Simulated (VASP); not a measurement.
# TaN (P-6m2) in VASP: phonons with PBEsol+D4

Aim: the phonons of TaN with PBEsol+D4.

All numbers are computed with VASP 6.6.1; they aren't measurements. Logs are shortened: lines on timing, memory, paths and dates and some standing lists are left out, and cuts for length are marked.

## Step 1: The cell of the first run

The structure is hexagonal, space group P-6m2 (No. 187). The conventional cell has a = 2.938 Å, b = 2.938 Å, c = 2.883 Å, α = 90.00°, β = 90.00°, γ = 120.00°. Within 3.0 Å of Ta (site symmetry -6m2) lie 6 N at 2.23 Å and 8 Ta at 2.88 to 2.94 Å. N (site symmetry -6m2) has 6 Ta at 2.23 Å and 8 N at 2.88 to 2.94 Å within 3.0 Å.

## Step 2: Phonons, PBEsol+D4

INCAR reads:

```
PREC = Accurate ; ENCUT = 520
EDIFF = 1E-8 ; ISMEAR = 1
SIGMA = 0.1 ; LREAL = False
LASPH = True ; NELM = 100
ALGO = Normal ; ISIF = 2
LWAVE = False ; LCHARG = True
GGA = PS ; IVDW = 13
IBRION = 6 ; NFREE = 2
POTIM = 0.015 ; NSW = 1
```

KPOINTS reads:

```
Automatic mesh
0
Gamma
  12 12 10
```

POSCAR reads:

```
TaN
1.0
    2.9380000000      0.0000000000      0.0000000000
   -1.4690000000      2.5443830000      0.0000000000
    0.0000000000      0.0000000000      2.8830000000
Ta N
1 1
Direct
    0.3333333333      0.6666666667      0.5000000000
    0.0000000000      0.0000000000      0.0000000000
```

Potentials or basis: VASP PAW PBE potentials, release 64 (Ta_pv, N).

Launch:

```sh
> cat potpaw_PBE.64/Ta_pv/POTCAR potpaw_PBE.64/N/POTCAR > POTCAR
> mpirun -np 1 vasp_std > vasp.out
```

OUTCAR:

```text
PREC = Accurate
   ENCUT = 520
   EDIFF = 1E-8
   ISMEAR = 1
   LREAL = False
   LASPH = True
   NELM = 100
   ISIF = 2
   GGA = PS
   IVDW = 13
   IBRION = 6
   NFREE = 2
   POTIM = 0.015
   NSW = 1

 ion  position               nearest neighbor table
   1  0.333  0.667  0.500-   2 2.23   2 2.23   2 2.23   2 2.23   2 2.23   2 2.23
   2  0.000  0.000  0.000-   1 2.23   1 2.23   1 2.23   1 2.23   1 2.23   1 2.23

  LATTYP: Found a hexagonal cell.
 ALAT       =     2.9380000000
 C/A-ratio  =     0.9812797822

  Lattice vectors:

 A1 = (   2.9380000000,   0.0000000000,   0.0000000000)
 A2 = (  -1.4690000000,   2.5443830000,   0.0000000000)
 A3 = (   0.0000000000,   0.0000000000,   2.8830000000)

Analysis of symmetry for initial positions (statically):
=====================================================================
 Subroutine PRICEL returns:
 Original cell was already a primitive cell.

 Routine SETGRP: Setting up the symmetry group for a
 hexagonal supercell.

 Subroutine GETGRP returns: Found 12 space group operations
 (whereof 12 operations were pure point group operations)
 out of a pool of 24 trial point group operations.

The static configuration has the point symmetry D_3h.

Analysis of symmetry for dynamics (positions and initial velocities):
=====================================================================
 Subroutine PRICEL returns:
 Original cell was already a primitive cell.

 Routine SETGRP: Setting up the symmetry group for a
 hexagonal supercell.

 Subroutine GETGRP returns: Found 12 space group operations
 (whereof 12 operations were pure point group operations)
 out of a pool of 24 trial point group operations.

The dynamic configuration has the point symmetry D_3h.

 Subroutine INISYM returns: Found 12 space group operations
 (whereof 12 operations are pure point group operations),
 and found     1 'primitive' translations

----------------------------------------------------------------------------------------

                                     Primitive cell

  volume of cell :      21.5516

  direct lattice vectors                    reciprocal lattice vectors
     2.938000000  0.000000000  0.000000000     0.340367597  0.196511296  0.000000000
    -1.469000000  2.544383000  0.000000000     0.000000000  0.393022591  0.000000000
     0.000000000  0.000000000  2.883000000     0.000000000  0.000000000  0.346860909

  length of vectors
     2.938000000  2.938000315  2.883000000     0.393022633  0.393022591  0.346860909

  position of ions in fractional coordinates (direct lattice)
     0.333333333  0.666666667  0.500000000
     0.000000000  0.000000000  0.000000000

  ion indices of the primitive-cell ions
   primitive index   ion index
                 1           1
                 2           2

----------------------------------------------------------------------------------------

 KPOINTS: Automatic mesh

Automatic generation of k-mesh.
 Grid dimensions read from file:
 generate k-points for:   12   12   10

 Generating k-lattice:

  Cartesian coordinates                     Fractional coordinates (reciprocal lattice)
     0.028363966  0.016375941  0.000000000     0.083333333  0.000000000  0.000000000
     0.000000000  0.032751883  0.000000000     0.000000000  0.083333333  0.000000000
     0.000000000  0.000000000  0.034686091     0.000000000  0.000000000  0.100000000

  Length of vectors
     0.032751886  0.032751883  0.034686091

  Shift w.r.t. Gamma in fractional coordinates (k-lattice)
     0.000000000  0.000000000  0.000000000

 Subroutine IBZKPT returns following result:
 ===========================================

 Found    114 irreducible k-points:

 Following reciprocal coordinates:
            Coordinates               Weight
  0.000000  0.000000  0.000000      1.000000
  0.083333  0.000000  0.000000      6.000000
  0.166667  0.000000  0.000000      6.000000
  0.250000  0.000000  0.000000      6.000000
  0.333333  0.000000  0.000000      6.000000
  0.416667  0.000000  0.000000      6.000000
[... 16 lines left out ...]
  0.250000  0.000000  0.100000     12.000000
  0.333333  0.000000  0.100000     12.000000
 [... further k-points ...]
   k-points           NKPTS =    114   k-points in BZ     NKDIM =    114   number of bands    NBANDS=     12
   number of dos      NEDOS =    301   number of ions     NIONS =      2
   total plane-waves  NPLWV =  13824
   dimension x,y,z NGX =    24 NGY =   24 NGZ =   24
   dimension x,y,z NGXF=    48 NGYF=   48 NGZF=   48
   ions per type =               1   1
   NGX,Y,Z   is equivalent  to a cutoff of  13.58, 13.58, 13.84 a.u.
   NGXF,Y,Z  is equivalent  to a cutoff of  27.16, 27.16, 27.68 a.u.
 SYSTEM =  unknown system
   PREC   = accura    normal or accurate (medium, high low for compatibility)
   ISTART =      0    job   : 0-new  1-cont  2-samecut
   ICHARG =      2    charge: 1-file 2-atom 10-const
   ISPIN  =      1    spin polarized calculation?
   LNONCOLLINEAR =      F non collinear calculations
   LSORBIT =      F    spin-orbit coupling
   LASPH  =      T    aspherical Exc in radial PAW
   ENCUT  =  520.0 eV  38.22 Ry    6.18 a.u.   5.46  5.46  5.36*2*pi/ulx,y,z
   NELM   =    100;   NELMIN=  2; NELMDL= -5     # of ELM steps
   EDIFF  = 0.1E-07   stopping-criterion for ELM
   LREAL  =      F    real-space projection
   EDIFFG = 0.1E-06   stopping-criterion for IOM
   NSW    =     61    number of steps for IOM
   IBRION =      6    ionic relax: 0-MD 1-quasi-New 2-CG
   NFREE  =      2    steps in history (QN), initial steepest desc. (CG)
   ISIF   =      2    stress and relaxation
   ISYM   =      2    0-nonsym 1-usesym 2-fastsym
   POTIM  = 0.0150    time-step for ionic-motion
   TEBEG  =    0.0;   TEEND  =   0.0 temperature during run
   PSTRESS=    0.0 pullay stress
   NELECT =      16.0000    total number of electrons
   NUPDOWN=      -1.0000    fix difference up-down
   EMIN   =  10.00;   EMAX   =-10.00  energy-range for DOS
   EFERMI =   0.00;   METHOD = LEGACY
   ISMEAR =     1;   SIGMA  =   0.10  broadening in eV -4-tet -1-fermi 0-gaus
   EFERMI_NEDOS =   21; number of points for ismear=-14 and -15
   IALGO  =     38    algorithm
   IMIX   =      4    mixing-type and parameters
     AMIX     =   0.40;   BMIX     =  1.00
     AMIX_MAG =   1.60;   BMIX_MAG =  1.00
  volume/ion in A,a.u.               =      10.78        72.72
  Fermi-wavevector in a.u.,A,eV,Ry     =   1.482365  2.801264 29.897528  2.197406
  Thomas-Fermi vector in A             =   2.596160
   LORBIT       =      0    0 simple, 1 ext, 2 COOP (PROOUT), +10 PAW based schemes
   GGA     = PS    functional components
   LHFCALC =     F    Hartree Fock is set to
   AEXX    =    0.0000 exact exchange contribution
   IVDW    =    13    specifies the selected vdW correction
   LEPSILON=     F    determine dielectric tensor
   LRPA    =     F    only Hartree local field effects (RPA)
 finite differences with symmetry
 non-spin polarized calculation
 Methfessel and Paxton  Order N= 1 SIGMA  =   0.10
  energy-cutoff  :      520.00
  volume of cell :       21.55
 maximum number of plane-waves:       599
 NGX is ok and might be reduce to    24
   NGX = 11   NGY = 11   NGZ = 11

--------------------------------------- Ionic step        1  -------------------------------------------

 number of electron      16.0000001 magnetization

 Free energy of the ion-electron system (eV)
  ---------------------------------------------------
  ext. energy  EPLUGINS =         0.00000000
  ---------------------------------------------------
  free energy    TOTEN  =       -23.80309534 eV

  energy without entropy =      -23.80314698  energy(sigma->0) =      -23.80311255

------------------------ aborting loop because EDIFF is reached ----------------------------------------

  DFT-D4 for vdW energy calculation

  Edisp (eV):   -0.35737
[... 311 lines left out ...]
--------------------------------------- Ionic step        9  -------------------------------------------

 number of electron      16.0000002 magnetization

 Free energy of the ion-electron system (eV)
  ---------------------------------------------------
  ext. energy  EPLUGINS =         0.00000000
  ---------------------------------------------------
  free energy    TOTEN  =       -23.80151372 eV

  energy without entropy =      -23.80156633  energy(sigma->0) =      -23.80153126

 E-fermi :   8.1839     XC(G=0): -13.5051

 val. band max:        8.0743352223   @ k =   0.0000   0.0000   0.4000
 cond. band min:       8.2286978281   @ k =   0.3333   0.3333   0.0000
 fundamental gap:      0.1543626059
 Fermi energy:         8.1838559385

 k-point     1 :       0.0000    0.0000    0.0000
  band No.  band energies     occupation
      1     -26.6871      2.00000
      2     -26.4200      2.00000
      3     -26.4200      2.00000
      4      -9.6447      2.00000
      5       3.5277      2.00000
      6       3.5277      2.00000
      7       3.8560      2.00000
      8       5.1939      2.00000
      9      10.3064      0.00000
     10      11.6830      0.00000
     11      11.6830      0.00000
     12      12.0807      0.00000
[... 331 lines left out ...]
 k-point    24 :       0.3333    0.0000    0.1000
  band No.  band energies     occupation
      1     -27.2023      2.00000
      2     -26.6636      2.00000
      3     -26.5883      2.00000
      4      -7.8819      2.00000
      5       0.5357      2.00000
      6       3.0277      2.00000
      7       4.4354      2.00000
      8       5.3951      2.00000
      9      10.7782      0.00000
     10      11.0656      0.00000
     11      12.5406      0.00000
     12      13.1080      0.00000

 [... further k-points ...]

------------------------ aborting loop because EDIFF is reached ----------------------------------------

  DFT-D4 for vdW energy calculation

  Edisp (eV):   -0.35738
[... 25 lines left out ...]
  FREE ENERGIE OF THE ION-ELECTRON SYSTEM (eV)
  ---------------------------------------------------
  free  energy   TOTEN  =       -24.1588888912 eV

  energy  without entropy=      -24.1589415073  energy(sigma->0) =      -24.15890643

 INTERNAL STRAIN TENSORS FROM DISPLACED ATOMS
 ============================================

 INTERNAL STRAIN TENSOR FOR ION    1 for displacements in x,y,z  (eV/Angst):
          X           Y           Z          XY          YZ          ZX
  --------------------------------------------------------------------------------
  x     0.00000    -0.00000     0.00000     1.47863     0.00000     0.00000
  y     1.47863    -1.47863     0.00000     0.00000     0.00000     0.00000
  z     0.00000     0.00000     0.00000    -0.00000     0.00000     0.00000

 INTERNAL STRAIN TENSOR FOR ION    2 for displacements in x,y,z  (eV/Angst):
          X           Y           Z          XY          YZ          ZX
  --------------------------------------------------------------------------------
  x     0.00000     0.00000     0.00000    -1.47836     0.00000     0.00000
  y    -1.47836     1.47836     0.00000     0.00000     0.00000     0.00000
  z     0.00000     0.00000     0.00000     0.00000     0.00000     0.00000

 Eigenvectors and eigenvalues of the dynamical matrix
 ----------------------------------------------------

   1 f  =   16.174140 THz   101.625116 2PiTHz  539.511222 cm-1    66.890836 meV
             X         Y         Z           dx          dy          dz
     -0.000000  1.696255  1.441500     0.000000    0.000000   -0.268034
      0.000000  0.000000  0.000000     0.000000   -0.000000    0.963410

   2 f  =   15.653556 THz    98.354195 2PiTHz  522.146436 cm-1    64.737878 meV
             X         Y         Z           dx          dy          dz
     -0.000000  1.696255  1.441500     0.000000    0.268004    0.000000
      0.000000  0.000000  0.000000     0.000000   -0.963418   -0.000000

   3 f  =   15.653554 THz    98.354181 2PiTHz  522.146362 cm-1    64.737869 meV
             X         Y         Z           dx          dy          dz
     -0.000000  1.696255  1.441500    -0.268004    0.000000    0.000000
      0.000000  0.000000  0.000000     0.963418    0.000000    0.000000

   4 f/i=    0.000216 THz     0.001359 2PiTHz    0.007217 cm-1     0.000895 meV
             X         Y         Z           dx          dy          dz
     -0.000000  1.696255  1.441500    -0.962815    0.034092    0.000000
      0.000000  0.000000  0.000000    -0.267836    0.009484    0.000000

   5 f/i=    0.000216 THz     0.001359 2PiTHz    0.007217 cm-1     0.000895 meV
             X         Y         Z           dx          dy          dz
     -0.000000  1.696255  1.441500     0.034092    0.962815    0.000000
      0.000000  0.000000  0.000000     0.009484    0.267836    0.000000

   6 f/i=    0.000728 THz     0.004572 2PiTHz    0.024272 cm-1     0.003009 meV
             X         Y         Z           dx          dy          dz
     -0.000000  1.696255  1.441500     0.000000   -0.000000    0.963410
      0.000000  0.000000  0.000000    -0.000000   -0.000000    0.268034

 ELASTIC MODULI CONTR FROM IONIC RELAXATION (kBar)
 Direction    XX          YY          ZZ          XY          YZ          ZX
 --------------------------------------------------------------------------------
 XX         -12.4720     12.4720      0.0000     -0.0000      0.0000      0.0000
 YY          12.4720    -12.4720      0.0000      0.0000      0.0000      0.0000
 ZZ           0.0000      0.0000      0.0000      0.0000      0.0000      0.0000
 XY          -0.0000      0.0000      0.0000    -12.4720      0.0000      0.0000
 YZ           0.0000      0.0000      0.0000      0.0000      0.0000      0.0000
 ZX           0.0000      0.0000      0.0000      0.0000      0.0000      0.0000
 --------------------------------------------------------------------------------
```

It took 9 min on 1 thread of AMD EPYC 7R43 (Zen 3), shared host; peak memory 0.3 GiB.

What came out:

| Item | Value |
| --- | --- |
| Highest phonon frequency at Γ | 540 cm⁻¹ |
| Dispersion energy per atom | -0.179 eV |

Phonon frequencies in cm⁻¹ (negative: imaginary):
```csv
q point,frequencies
"(0.000, 0.000, 0.000)",0 0 0 522 522 540
```

Caveat: the cell stands under pressure or tension, which shifts response properties; spin-orbit coupling is left out, which moves the levels of the heavy elements.
